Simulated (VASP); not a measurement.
# Sr (P6_3/mmc) in VASP: further runs, part 2 of 2

VASP 6.6.1.

### Step 4. Relaxation of cell and atoms, PBE

This run uses another cell than the first one, of 56.19 Å³/atom.

INCAR reads:

```
SYSTEM = Sr
ALGO     = Normal         ! electronic algorithm
EDIFF    = 1E-6           ! SCF threshold, eV
EDIFFG   = -0.01          ! ionic threshold
ENCUT    = 600            ! plane-wave cutoff, eV
GGA      = PE             ! functional
IBRION   = 2              ! ionic algorithm
ISIF     = 3              ! what is computed and relaxed
ISMEAR   = 0              ! smearing method
LASPH    = .True.         ! aspherical terms in the spheres
LCHARG   = .False.        ! write CHGCAR
LREAL    = .False.        ! projectors in reciprocal space
LWAVE    = .False.        ! write WAVECAR
NELM     = 100            ! most SCF steps
NSW      = 80             ! ionic steps
PREC     = Accurate       ! precision mode
SIGMA    = 0.05           ! smearing width, eV
```

KPOINTS reads:

```
k-points
0
Gamma
  12 12 6
  0 0 0
```

POSCAR reads:

```
Sr
1.0
    4.2989100319      0.0000000000      0.0000000000
   -2.1494550159      3.7229652962      0.0000000000
    0.0000000000      0.0000000000      7.0215530521
Sr
2
Direct
    0.3333333333      0.6666666667      0.7500000000
    0.6666666667      0.3333333333      0.2500000000
```

Potentials or basis: VASP PAW PBE potentials, release 64 (Sr_sv).

Run with:

```bash
cat potpaw_PBE.64/Sr_sv/POTCAR > POTCAR
mpirun -np 1 vasp_std > vasp.out
```

OUTCAR:

```text
SYSTEM = Sr
   EDIFF = 1E-6
   EDIFFG = -0.01
   ENCUT = 600
   GGA = PE
   IBRION = 2
   ISIF = 3
   ISMEAR = 0
   LASPH = .True.
   LREAL = .False.
   NELM = 100
   NSW = 80
   PREC = Accurate

 ion  position               nearest neighbor table
   1  0.333  0.667  0.750-   2 4.30   2 4.30   2 4.30   2 4.30   2 4.30   2 4.30
   2  0.667  0.333  0.250-   1 4.30   1 4.30   1 4.30   1 4.30   1 4.30   1 4.30

  LATTYP: Found a hexagonal cell.
 ALAT       =     4.2989100319
 C/A-ratio  =     1.6333333333

  Lattice vectors:

 A1 = (   4.2989100319,   0.0000000000,   0.0000000000)
 A2 = (  -2.1494550159,   3.7229652962,   0.0000000000)
 A3 = (   0.0000000000,   0.0000000000,   7.0215530521)

Analysis of symmetry for initial positions (statically):
=====================================================================
 Subroutine PRICEL returns:
 Original cell was already a primitive cell.

 Routine SETGRP: Setting up the symmetry group for a
 hexagonal supercell.

 Subroutine GETGRP returns: Found 24 space group operations
 (whereof 12 operations were pure point group operations)
 out of a pool of 24 trial point group operations.

The static configuration has the point symmetry D_3d.
 The point group associated with its full space group is D_6h.

Analysis of symmetry for dynamics (positions and initial velocities):
=====================================================================
 Subroutine PRICEL returns:
 Original cell was already a primitive cell.

 Routine SETGRP: Setting up the symmetry group for a
 hexagonal supercell.

 Subroutine GETGRP returns: Found 24 space group operations
 (whereof 12 operations were pure point group operations)
 out of a pool of 24 trial point group operations.

The dynamic configuration has the point symmetry D_3d.
 The point group associated with its full space group is D_6h.

 Subroutine INISYM returns: Found 24 space group operations
 (whereof 12 operations are pure point group operations),
 and found     1 'primitive' translations

----------------------------------------------------------------------------------------

                                     Primitive cell

  volume of cell :     112.3778

  direct lattice vectors                    reciprocal lattice vectors
     4.298910032  0.000000000  0.000000000     0.232617104  0.134301547  0.000000000
    -2.149455016  3.722965296  0.000000000     0.000000000  0.268603095  0.000000000
     0.000000000  0.000000000  7.021553052     0.000000000  0.000000000  0.142418635

  length of vectors
     4.298910032  4.298910032  7.021553052     0.268603095  0.268603095  0.142418635

  position of ions in fractional coordinates (direct lattice)
     0.333333333  0.666666667  0.750000000
     0.666666667  0.333333333  0.250000000

  ion indices of the primitive-cell ions
   primitive index   ion index
                 1           1
                 2           2

----------------------------------------------------------------------------------------

 KPOINTS: k-points

Automatic generation of k-mesh.
 Grid dimensions read from file:
 generate k-points for:   12   12    6

 Generating k-lattice:

  Cartesian coordinates                     Fractional coordinates (reciprocal lattice)
[... 56 lines left out ...]
   LSORBIT =      F    spin-orbit coupling
   LASPH  =      T    aspherical Exc in radial PAW
   ENCUT  =  600.0 eV  44.10 Ry    6.64 a.u.   8.59  8.59 14.02*2*pi/ulx,y,z
   NELM   =    100;   NELMIN=  2; NELMDL= -5     # of ELM steps
   EDIFF  = 0.1E-05   stopping-criterion for ELM
   LREAL  =      F    real-space projection
   EDIFFG = -.1E-01   stopping-criterion for IOM
   NSW    =     80    number of steps for IOM
   IBRION =      2    ionic relax: 0-MD 1-quasi-New 2-CG
   NFREE  =      1    steps in history (QN), initial steepest desc. (CG)
   ISIF   =      3    stress and relaxation
   ISYM   =      2    0-nonsym 1-usesym 2-fastsym
   POTIM  = 0.5000    time-step for ionic-motion
   TEBEG  =    0.0;   TEEND  =   0.0 temperature during run
   PSTRESS=    0.0 pullay stress
   NELECT =      20.0000    total number of electrons
   NUPDOWN=      -1.0000    fix difference up-down
   EMIN   =  10.00;   EMAX   =-10.00  energy-range for DOS
   EFERMI =   0.00;   METHOD = LEGACY
   ISMEAR =     0;   SIGMA  =   0.05  broadening in eV -4-tet -1-fermi 0-gaus
   EFERMI_NEDOS =   21; number of points for ismear=-14 and -15
   IALGO  =     38    algorithm
   IMIX   =      4    mixing-type and parameters
     AMIX     =   0.40;   BMIX     =  1.00
     AMIX_MAG =   1.60;   BMIX_MAG =  1.00
  volume/ion in A,a.u.               =      56.19       379.18
  Fermi-wavevector in a.u.,A,eV,Ry     =   0.920855  1.740164 11.537389  0.847974
  Thomas-Fermi vector in A             =   2.046207
   LORBIT       =      0    0 simple, 1 ext, 2 COOP (PROOUT), +10 PAW based schemes
   GGA     = PE    functional components
   LHFCALC =     F    Hartree Fock is set to
   AEXX    =    0.0000 exact exchange contribution
   IVDW    =     0    specifies the selected vdW correction
   LEPSILON=     F    determine dielectric tensor
   LRPA    =     F    only Hartree local field effects (RPA)
 conjugate gradient relaxation of ions
 non-spin polarized calculation
 Gauss-broadening in eV      SIGMA  =   0.05
  energy-cutoff  :      600.00
  volume of cell :      112.38
 maximum number of plane-waves:      3791
 NGX is ok and might be reduce to    36
   NGX = 17   NGY = 17   NGZ = 29

--------------------------------------- Ionic step        1  -------------------------------------------

 number of electron      20.0000000 magnetization

 Free energy of the ion-electron system (eV)
  ---------------------------------------------------
  ext. energy  EPLUGINS =         0.00000000
  ---------------------------------------------------
  free energy    TOTEN  =        -3.26895248 eV

  energy without entropy =       -3.26534819  energy(sigma->0) =       -3.26715034

------------------------ aborting loop because EDIFF is reached ----------------------------------------

  FORCE on cell =-STRESS in cart. coord.  units (eV):
  Direction    XX          YY          ZZ          XY          YZ          ZX
  --------------------------------------------------------------------------------------
  -------------------------------------------------------------------------------------
  Total       -0.1301487     -0.1301487     -0.0497315     -0.0000000      0.0000000      0.0000000
  in kB       -1.8555385     -1.8555385     -0.7090249     -0.0000000      0.0000000      0.0000000
  external PRESSURE =      -1.4733673 kB  Pullay stress =       0.0000000 kB
[... 275 lines left out ...]
--------------------------------------- Ionic step        9  -------------------------------------------

 number of electron      20.0000000 magnetization

 Free energy of the ion-electron system (eV)
  ---------------------------------------------------
  ext. energy  EPLUGINS =         0.00000000
  ---------------------------------------------------
  free energy    TOTEN  =        -3.26977133 eV

  energy without entropy =       -3.26599772  energy(sigma->0) =       -3.26788452

 E-fermi :   1.5712     XC(G=0):  -7.3226

 val. band max:        1.5686211670   @ k =   0.0833   0.0000   0.0000
 cond. band min:       1.5771283370   @ k =   0.0000   0.0000   0.0000
 fundamental gap:      0.0085071701
 Fermi energy:         1.5711536228

 k-point     1 :       0.0000    0.0000    0.0000
  band No.  band energies     occupation
      1     -35.0830      2.00000
      2     -35.0702      2.00000
      3     -17.1561      2.00000
      4     -16.9982      2.00000
      5     -16.9982      2.00000
      6     -16.9732      2.00000
      7     -16.9732      2.00000
      8     -16.9707      2.00000
      9      -2.0820      2.00000
     10       0.4074      2.00000
     11       1.5771      0.86580
     12       3.8155      0.00000
     13       3.8528      0.00000
     14       3.8528      0.00000
[... 377 lines left out ...]
      1     -35.0730      2.00000
      2     -35.0666      2.00000
      3     -17.1233      2.00000
      4     -17.0933      2.00000
      5     -17.0764      2.00000
      6     -17.0287      2.00000
      7     -16.9972      2.00000
      8     -16.9958      2.00000
      9      -0.5687      2.00000
     10       1.1106      2.00000
     11       1.8828      0.00000
     12       2.1166      0.00000
     13       3.1614      0.00000
     14       3.2228      0.00000

 [... further k-points ...]

------------------------ aborting loop because EDIFF is reached ----------------------------------------

  FORCE on cell =-STRESS in cart. coord.  units (eV):
  Direction    XX          YY          ZZ          XY          YZ          ZX
  --------------------------------------------------------------------------------------
  -------------------------------------------------------------------------------------
  Total       -0.0021912     -0.0021912     -0.0046793     -0.0000000      0.0000000      0.0000000
  in kB       -0.0316205     -0.0316205     -0.0675273     -0.0000000      0.0000000      0.0000000
  external PRESSURE =      -0.0435895 kB  Pullay stress =       0.0000000 kB
[... 17 lines left out ...]
  FREE ENERGIE OF THE ION-ELECTRON SYSTEM (eV)
  ---------------------------------------------------
  free  energy   TOTEN  =        -3.2697713259 eV

  energy  without entropy=       -3.2659977194  energy(sigma->0) =       -3.26788452

 reached required accuracy - stopping structural energy minimisation
```

It took 4.3 min on 1 thread of Intel Xeon 6975P-C (Granite Rapids), shared host; peak memory 0.36 GiB.

What came out:

```
Free energy                           : -3.2698 eV
Relaxed volume                        : 55.51 Å³/atom
Relaxed cell                          : a = 4.272 Å, b = 4.272 Å, c = 7.026 Å, α = 90.00°, β = 90.00°, γ = 120.00°
Space group after relaxing (to 0.1 Å) : P6_3/mmc (No. 194)
Energy gained by relaxing             : 0.4 meV/atom
Ionic steps                           : 9
Pressure after relaxing               : 0.0 GPa
Band gap on the k mesh                : zero (bands 10 and 11 overlap by 0.27 eV)
```

Step by step:
| step | energy change (eV) | largest force (eV/Å) | pressure (GPa) | volume (Å³) |
| --- | --- | --- | --- | --- |
| 1 | 0.0000 | 0.0000 | -0.15 | 112.38 |
| 2 | -0.0006 | 0.0000 | -0.06 | 111.54 |
| 3 | -0.0008 | 0.0000 | 0.03 | 110.66 |
| 4 | -0.0008 | 0.0000 | 0.02 | 110.86 |
| 5 | -0.0008 | 0.0000 | 0.00 | 111.09 |
| 6 | -0.0008 | 0.0000 | -0.01 | 110.98 |
| 7 | -0.0008 | 0.0000 | 0.00 | 110.92 |
| 8 | -0.0008 | 0.0000 | 0.01 | 110.94 |
| 9 | -0.0008 | 0.0000 | 0.00 | 111.02 |

Final structure:
```yaml
crystal:
  lattice:
    - [4.27160, 0.00000, 0.00000]
    - [-2.13580, 3.69931, 0.00000]
    - [0.00000, 0.00000, 7.02593]
  atoms:
    - { symbol: Sr, position: [0.33333, 0.66667, 0.75000] }
    - { symbol: Sr, position: [0.66667, 0.33333, 0.25000] }
```
